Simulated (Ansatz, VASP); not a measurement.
## Two plane-wave programs on InAs

File INCAR:

```
  ALGO = Normal
  EDIFF = 1E-7
  ENCUT = 520
  GGA = PS
  ISIF = 2
  ISMEAR = 0
  LASPH = T
  LCHARG = F
  LREAL = F
  LWAVE = F
  NBANDS = 16
  NELM = 60
  PREC = Accurate
  SIGMA = 0.15
```

Contents of KPOINTS:

```
k-points
0
Gamma
  14 14 14
```

File POSCAR:

```
InAs
1.0
    0.0000000000      2.8728000000      2.8728000000
    2.8728000000      0.0000000000      2.8728000000
    2.8728000000      2.8728000000      0.0000000000
In As
1 1
Direct
    0.0000000000      0.0000000000      0.0000000000
    0.7500000000      0.7500000000      0.7500000000
```

Input for Ansatz:

```yaml
crystal:
  lattice:
    - [0.0, 2.8728, 2.8728]
    - [2.8728, 0.0, 2.8728]
    - [2.8728, 2.8728, 0.0]
  atoms:
    - { symbol: In, position: [0.0, 0.0, 0.0] }
    - { symbol: As, position: [0.75, 0.75, 0.75] }
basis:
  ecutwfc: 420
kpoints:
  mp_grid: { grid: [14, 14, 14] }
hamiltonian:
  xc: pbesol
scf:
  occupations: { method: gaussian, width: 0.15 }
output:
  forces: true
  stress: true
  eigenvalues: true
```

Change from the starting cell: strain -0.050 along x and y, -0.050 along z, atoms carried along.

Alike in both runs: task single point; functional PBEsol; k mesh 14 × 14 × 14; occupations gaussian, width 0.15 eV; no spin polarisation.

|  | VASP | Ansatz |
| --- | --- | --- |
| version | VASP 6.6.1 | Ansatz 0.2.0 |
| potentials or method | VASP PAW PBE potentials, release 64 (In_d, As), cutoff 520 eV | scalar-relativistic, plane waves, PAW |
| valence electrons in the cell | 18 | 28 |

Ansatz gave:

* gap on the k mesh at the Fermi level (eV): 0.48
* least direct gap on the mesh (eV): 0.48
* pressure (GPa): 14.5

**Question.** What did VASP give for the same quantities?

**Answer.** gap on the k mesh at the Fermi level (eV): 0.49; least direct gap on the mesh (eV): 0.49; pressure (GPa): 14.7.

VASP's potentials were made for PBE, not for PBEsol. VASP's potentials hold 18 valence electrons a cell and Ansatz's 28, so a difference there can come from the potentials and not from the codes.
